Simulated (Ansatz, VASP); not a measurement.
**TaSi2 in VASP and in Ansatz**

```xyz
9
Lattice="4.7808 0.0000 0.0000 -2.3904 4.1403 0.0000 0.0000 0.0000 6.5581" Properties=species:S:1:pos:R:3 pbc="T T T"
Ta    2.3904    0.0000    0.0000
Ta    1.1952    2.0702    4.3721
Ta   -1.1952    2.0702    2.1860
Si    0.0000    1.3123    0.0000
Si    3.6443    0.6562    4.3721
Si    1.2539    3.4841    2.1860
Si    2.3904    2.8280    0.0000
Si   -1.2539    3.4841    4.3721
Si    1.1365    0.6562    2.1860
```

Alike in both runs: functional r2SCAN; k mesh 8 × 8 × 5; occupations fermi-dirac, width 0.1 eV; no spin polarisation.

Ansatz relaxed the structure, and its values are those at the end. VASP's run is a single point on that final structure, the one shown.

|  | VASP | Ansatz |
| --- | --- | --- |
| version | VASP 6.6.1 | Ansatz 0.2.0 |
| potentials or method | VASP PAW PBE potentials, release 64 (Ta_pv, Si), cutoff 520 eV | PAW plane waves |
| valence electrons in the cell | 57 | 63 |

|  | VASP | Ansatz | Ansatz less VASP |
| --- | --- | --- | --- |
| gap on the k mesh at the Fermi level (eV) | none | none | - |
| pressure (GPa) | 0.1 | 0.0 | -0.13 |
| rms of the force components (eV/Å) | 0.004 | 0.000 | -0.0036 |

VASP's potentials were made for PBE, not for r2SCAN. A gap of «none» marks a metal or a gap that the smearing closes. VASP's potentials hold 57 valence electrons a cell and Ansatz's 63, so a difference there can come from the potentials and not from the codes.

Spin-orbit coupling is off throughout.
